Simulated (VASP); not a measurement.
# SnSe (Fm-3m) in VASP: notebook

Runs on SnSe. Level: PBEsol. Tasks: electric field gradients.

Everything below comes from runs of VASP 6.6.1. Logs are shortened: lines on timing, memory, paths and dates and some standing lists are left out, and cuts for length are marked.

### 1 The cell of the first run

It takes space group Fm-3m (No. 225, cubic). The conventional cell has a = 5.980 Å, b = 5.980 Å, c = 5.980 Å, α = 90.00°, β = 90.00°, γ = 90.00°. Within 3.9 Å of Sn (site symmetry m-3m) lie 6 Se at 2.99 Å. Within 3.9 Å of Se (site symmetry m-3m) lie 6 Sn at 2.99 Å.

### 2 Electric field gradients, PBEsol (volume scaled by 0.98)

File INCAR:

```
SYSTEM = SnSe
PREC = Accurate
ENCUT = 520
EDIFF = 1E-8
ISMEAR = -1
SIGMA = 0.01
LREAL = .FALSE.
LASPH = .TRUE.
NELM = 60
ALGO = Normal
ISIF = 2
LWAVE = .FALSE.
LCHARG = .FALSE.
GGA = PS
LEFG = .TRUE.
NBANDS = 17
```

File KPOINTS:

```
Automatic mesh
0
G
  7 7 7
  0 0 0
```

File POSCAR:

```
SnSe
1.0
    0.0000000000      2.9897980490      2.9897980490
    2.9897980490      0.0000000000      2.9897980490
    2.9897980490      2.9897980490      0.0000000000
Sn Se
1 1
Direct
    0.0000000000      0.0000000000      0.0000000000
    0.5000000000      0.5000000000      0.5000000000
```

Potentials or basis: VASP PAW PBE potentials, release 64 (Sn_d, Se).

Launch:

```sh
$ cat potpaw_PBE.64/Sn_d/POTCAR potpaw_PBE.64/Se/POTCAR > POTCAR
$ mpirun -np 1 vasp_std > vasp.out
```

OUTCAR:

```text
SYSTEM = SnSe
   PREC = Accurate
   ENCUT = 520
   EDIFF = 1E-8
   ISMEAR = -1
   LREAL = .FALSE.
   LASPH = .TRUE.
   NELM = 60
   ISIF = 2
   GGA = PS

 ion  position               nearest neighbor table
   1  0.000  0.000  0.000-   2 2.99   2 2.99   2 2.99   2 2.99   2 2.99   2 2.99
   2  0.500  0.500  0.500-   1 2.99   1 2.99   1 2.99   1 2.99   1 2.99   1 2.99

  LATTYP: Found a face centered cubic cell.
 ALAT       =     5.9795960980

  Lattice vectors:

 A1 = (   0.0000000000,   2.9897980490,   2.9897980490)
 A2 = (   2.9897980490,   0.0000000000,   2.9897980490)
 A3 = (   2.9897980490,   2.9897980490,   0.0000000000)

Analysis of symmetry for initial positions (statically):
=====================================================================
 Subroutine PRICEL returns:
 Original cell was already a primitive cell.

 Routine SETGRP: Setting up the symmetry group for a
 face centered cubic supercell.

 Subroutine GETGRP returns: Found 48 space group operations
 (whereof 48 operations were pure point group operations)
 out of a pool of 48 trial point group operations.

The static configuration has the point symmetry O_h .

Analysis of symmetry for dynamics (positions and initial velocities):
=====================================================================
 Subroutine PRICEL returns:
 Original cell was already a primitive cell.

 Routine SETGRP: Setting up the symmetry group for a
 face centered cubic supercell.

 Subroutine GETGRP returns: Found 48 space group operations
 (whereof 48 operations were pure point group operations)
 out of a pool of 48 trial point group operations.

The dynamic configuration has the point symmetry O_h .

 Subroutine INISYM returns: Found 48 space group operations
 (whereof 48 operations are pure point group operations),
 and found     1 'primitive' translations

----------------------------------------------------------------------------------------

                                     Primitive cell

  volume of cell :      53.4510

  direct lattice vectors                    reciprocal lattice vectors
     0.000000000  2.989798049  2.989798049    -0.167235376  0.167235376  0.167235376
     2.989798049  0.000000000  2.989798049     0.167235376 -0.167235376  0.167235376
     2.989798049  2.989798049  0.000000000     0.167235376  0.167235376 -0.167235376

  length of vectors
     4.228212950  4.228212950  4.228212950     0.289660168  0.289660168  0.289660168

  position of ions in fractional coordinates (direct lattice)
     0.000000000  0.000000000  0.000000000
     0.500000000  0.500000000  0.500000000

  ion indices of the primitive-cell ions
   primitive index   ion index
                 1           1
                 2           2

----------------------------------------------------------------------------------------

 KPOINTS: Automatic mesh

Automatic generation of k-mesh.
 Grid dimensions read from file:
 generate k-points for:    7    7    7

 Generating k-lattice:

  Cartesian coordinates                     Fractional coordinates (reciprocal lattice)
    -0.023890768  0.023890768  0.023890768     0.142857143  0.000000000  0.000000000
     0.023890768 -0.023890768  0.023890768     0.000000000  0.142857143  0.000000000
     0.023890768  0.023890768 -0.023890768     0.000000000  0.000000000  0.142857143

  Length of vectors
     0.041380024  0.041380024  0.041380024

  Shift w.r.t. Gamma in fractional coordinates (k-lattice)
     0.000000000  0.000000000  0.000000000

 Subroutine IBZKPT returns following result:
 ===========================================

 Found     20 irreducible k-points:

 Following reciprocal coordinates:
            Coordinates               Weight
  0.000000  0.000000  0.000000      1.000000
  0.142857  0.000000  0.000000      8.000000
  0.285714  0.000000  0.000000      8.000000
  0.428571  0.000000  0.000000      8.000000
  0.142857  0.142857  0.000000      6.000000
  0.285714  0.142857  0.000000     24.000000
[... 12 lines left out ...]
 -0.428571  0.428571  0.142857     24.000000
 -0.285714  0.428571  0.142857     24.000000
   k-points           NKPTS =     20   k-points in BZ     NKDIM =     20   number of bands    NBANDS=     17
   number of dos      NEDOS =    301   number of ions     NIONS =      2
   total plane-waves  NPLWV =  32768
   dimension x,y,z NGX =    32 NGY =   32 NGZ =   32
   dimension x,y,z NGXF=    64 NGYF=   64 NGZF=   64
   ions per type =               1   1
   NGX,Y,Z   is equivalent  to a cutoff of  12.58, 12.58, 12.58 a.u.
   NGXF,Y,Z  is equivalent  to a cutoff of  25.16, 25.16, 25.16 a.u.
 SYSTEM =  SnSe
   PREC   = accura    normal or accurate (medium, high low for compatibility)
   ISTART =      0    job   : 0-new  1-cont  2-samecut
   ICHARG =      2    charge: 1-file 2-atom 10-const
   ISPIN  =      1    spin polarized calculation?
   LNONCOLLINEAR =      F non collinear calculations
   LSORBIT =      F    spin-orbit coupling
   LASPH  =      T    aspherical Exc in radial PAW
   ENCUT  =  520.0 eV  38.22 Ry    6.18 a.u.   7.86  7.86  7.86*2*pi/ulx,y,z
   NELM   =     60;   NELMIN=  2; NELMDL= -5     # of ELM steps
   EDIFF  = 0.1E-07   stopping-criterion for ELM
   LREAL  =      F    real-space projection
   EDIFFG = 0.1E-06   stopping-criterion for IOM
   NSW    =      0    number of steps for IOM
   IBRION =     -1    ionic relax: 0-MD 1-quasi-New 2-CG
   NFREE  =      0    steps in history (QN), initial steepest desc. (CG)
   ISIF   =      2    stress and relaxation
   ISYM   =      2    0-nonsym 1-usesym 2-fastsym
   POTIM  = 0.5000    time-step for ionic-motion
   TEBEG  =    0.0;   TEEND  =   0.0 temperature during run
   PSTRESS=    0.0 pullay stress
   NELECT =      20.0000    total number of electrons
   NUPDOWN=      -1.0000    fix difference up-down
   EMIN   =  10.00;   EMAX   =-10.00  energy-range for DOS
   EFERMI =   0.00;   METHOD = LEGACY
   ISMEAR =    -1;   SIGMA  =   0.01  broadening in eV -4-tet -1-fermi 0-gaus
   EFERMI_NEDOS =   21; number of points for ismear=-14 and -15
   IALGO  =     38    algorithm
   IMIX   =      4    mixing-type and parameters
     AMIX     =   0.40;   BMIX     =  1.00
     AMIX_MAG =   1.60;   BMIX_MAG =  1.00
  volume/ion in A,a.u.               =      26.73       180.35
  Fermi-wavevector in a.u.,A,eV,Ry     =   1.179686  2.229283 18.934661  1.391658
  Thomas-Fermi vector in A             =   2.315992
   LORBIT       =      0    0 simple, 1 ext, 2 COOP (PROOUT), +10 PAW based schemes
   GGA     = PS    functional components
   LHFCALC =     F    Hartree Fock is set to
   AEXX    =    0.0000 exact exchange contribution
   IVDW    =     0    specifies the selected vdW correction
   LEPSILON=     F    determine dielectric tensor
   LRPA    =     F    only Hartree local field effects (RPA)
 non-spin polarized calculation
  energy-cutoff  :      520.00
  volume of cell :       53.45
 maximum number of plane-waves:      1459
   NGX = 15   NGY = 15   NGZ = 15

 number of electron      20.0000008 magnetization

 Free energy of the ion-electron system (eV)
  ---------------------------------------------------
  ext. energy  EPLUGINS =         0.00000000
  ---------------------------------------------------
  free energy    TOTEN  =        -8.98335784 eV

  energy without entropy =       -8.98335784  energy(sigma->0) =       -8.98335784

 E-fermi :   5.8555     XC(G=0):  -9.8675

 val. band max:        5.5974767758   @ k =  -0.2857   0.1429   0.0000
 cond. band min:       6.2852141448   @ k =  -0.2857   0.1429   0.0000
 fundamental gap:      0.6877373690
 Fermi energy:         5.8554689954

 k-point     1 :       0.0000    0.0000    0.0000
  band No.  band energies     occupation
      1     -15.8142      2.00000
      2     -15.8142      2.00000
      3     -15.8140      2.00000
      4     -15.8140      2.00000
      5     -15.8140      2.00000
      6      -8.3480      2.00000
[... 9 lines left out ...]
     16      11.4477      0.00000
     17      13.7024      0.00000

 k-point     2 :       0.1429    0.0000    0.0000
  band No.  band energies     occupation
      1     -15.8158      2.00000
      2     -15.8158      2.00000
      3     -15.8134      2.00000
      4     -15.8113      2.00000
      5     -15.8113      2.00000
      6      -8.1999      2.00000
[... 9 lines left out ...]
     16      11.9328      0.00000
     17      15.1538      0.00000
[... 341 lines left out ...]
 k-point    20 :      -0.2857    0.4286    0.1429
  band No.  band energies     occupation
      1     -15.8358      2.00000
      2     -15.8136      2.00000
      3     -15.8100      2.00000
      4     -15.8050      2.00000
      5     -15.7955      2.00000
      6      -7.0608      2.00000
[... 9 lines left out ...]
     16      17.1780      0.00000
     17      17.4630      0.00000

------------------------ aborting loop because EDIFF is reached ----------------------------------------

  FORCE on cell =-STRESS in cart. coord.  units (eV):
  Direction    XX          YY          ZZ          XY          YZ          ZX
  --------------------------------------------------------------------------------------
  -------------------------------------------------------------------------------------
  Total       -0.2875363     -0.2875363     -0.2875363      0.0000000     -0.0000000      0.0000000
  in kB       -8.6188191     -8.6188191     -8.6188191      0.0000000     -0.0000000      0.0000000
  external PRESSURE =      -8.6188191 kB  Pullay stress =       0.0000000 kB

 VOLUME and BASIS-vectors are now :
 -----------------------------------------------------------------------------
  energy-cutoff  :      520.00
  volume of cell :       53.45
      direct lattice vectors                 reciprocal lattice vectors
     0.000000000  2.989798049  2.989798049    -0.167235376  0.167235376  0.167235376
     2.989798049  0.000000000  2.989798049     0.167235376 -0.167235376  0.167235376
     2.989798049  2.989798049  0.000000000     0.167235376  0.167235376 -0.167235376

 POSITION                                       TOTAL-FORCE (eV/Angst)
 -----------------------------------------------------------------------------------
      0.00000      0.00000      0.00000         0.000000      0.000000      0.000000
      2.98980      2.98980      2.98980        -0.000000     -0.000000     -0.000000
 -----------------------------------------------------------------------------------
    total drift:                                0.000000     -0.000000     -0.000000

  FREE ENERGIE OF THE ION-ELECTRON SYSTEM (eV)
  ---------------------------------------------------
  free  energy   TOTEN  =        -8.9833578369 eV

  energy  without entropy=       -8.9833578369  energy(sigma->0) =       -8.98335784

 Electric field gradients (V/A^2)
---------------------------------------------------------------------
 ion       V_xx      V_yy      V_zz      V_xy      V_xz      V_yz
---------------------------------------------------------------------
   1       0.000     0.000    -0.000     0.002     0.002     0.002
   2       0.000    -0.000     0.000    -0.000    -0.000    -0.000
---------------------------------------------------------------------

 Electric field gradients after diagonalization (V/A^2)
 (convention: |V_zz| > |V_xx| > |V_yy|)
----------------------------------------------------------------------
 ion       V_xx      V_yy      V_zz     asymmetry (V_yy - V_xx)/ V_zz
----------------------------------------------------------------------
   1      -0.002    -0.002     0.004       0.000
   2       0.000     0.000    -0.000       0.000
----------------------------------------------------------------------

           NMR quadrupolar parameters

 Cq : quadrupolar parameter    Cq=e*Q*V_zz/h
 eta: asymmetry parameters     (V_yy - V_xx)/ V_zz
 Q  : nuclear electric quadrupole moment in mb (millibarn)
----------------------------------------------------------------------
 ion       Cq(MHz)       eta       Q (mb)
----------------------------------------------------------------------
   1       0.000       0.000       1.000
   2      -0.000       0.000       1.000
----------------------------------------------------------------------
```

Wall time 14 s (1 thread of Intel Xeon 6975P-C, shared host); peak memory 0.18 GiB.

Results:

```
Free energy : -8.9834 eV
Pressure    : -0.9 GPa
```

Caveat: this odd mesh misses L, where the gap lies, so gap, dielectric constants and Born charges aren't listed; without QUAD_EFG the Cq values of the log hold for a quadrupole moment of 1 mb, not for the nuclei; the PAW data sets were made with another functional, which shifts forces and pressure a little; spin-orbit coupling is left out, which moves the levels of the heavy elements.

(Continued in part 2 of 2.)
